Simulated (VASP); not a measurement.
## Ba: single point with r2SCAN

The system is Ba.

```
CELL_PARAMETERS angstrom
2.18245 -3.78114 0.00000
2.18245 3.78114 0.00000
0.00000 0.00000 3.96904
ATOMIC_POSITIONS crystal
Ba 0.00000 0.00000 0.00000
```

This cell differs from its parent crystal: volume scaled by 1.06, then relaxed in part.

```
Program             : VASP 6.6.1
Task                : single point
Functional          : r2SCAN
Potentials or basis : VASP PAW PBE potentials, release 64 (Ba_sv)
Cutoff              : 520 eV
k mesh              : 12 × 12 × 12
Occupations         : gaussian, width 0.1 eV
Spin                : no spin polarisation
```

The pressure is -0.4 GPa and the band gap on the k mesh is zero (band 5 reaches 1.96 eV, above the bottom of band 6 at 1.47 eV).

Levels at points of the mesh, in eV from the Fermi level:
| k point | band 2 | band 3 | band 4 | band 5 | band 6 | band 7 | band 8 | band 9 |
| --- | --- | --- | --- | --- | --- | --- | --- | --- |
| (0.00, 0.00, 0.00) | -14.82 | -14.82 | -14.72 | -2.83 | 0.31 | 1.81 | 1.81 | 4.92 |
| (0.50, 0.00, 0.00) | -15.26 | -14.93 | -14.67 | -0.93 | 0.61 | 0.78 | 2.99 | 4.51 |
| (0.50, 0.50, 0.00) | -15.26 | -14.92 | -14.67 | -0.93 | 0.61 | 0.78 | 2.99 | 4.51 |
| (0.00, 0.00, 0.50) | -15.40 | -14.76 | -14.76 | -0.69 | 0.46 | 2.42 | 2.42 | 2.71 |
| (0.50, 0.00, 0.50) | -15.31 | -15.16 | -14.85 | -0.90 | 0.36 | 1.91 | 3.33 | 3.69 |
| (0.50, 0.50, 0.50) | -15.31 | -15.16 | -14.85 | -0.90 | 0.36 | 1.91 | 3.33 | 3.69 |

Wall time 8.3 min on 1 thread of Oxide Virtual Turin-like Processor, with other jobs on the host, peak memory 0.31 GiB.

Caveat: the PAW data sets were made with another functional, which shifts forces and pressure a little; spin-orbit coupling is left out, which moves the levels of the heavy elements.
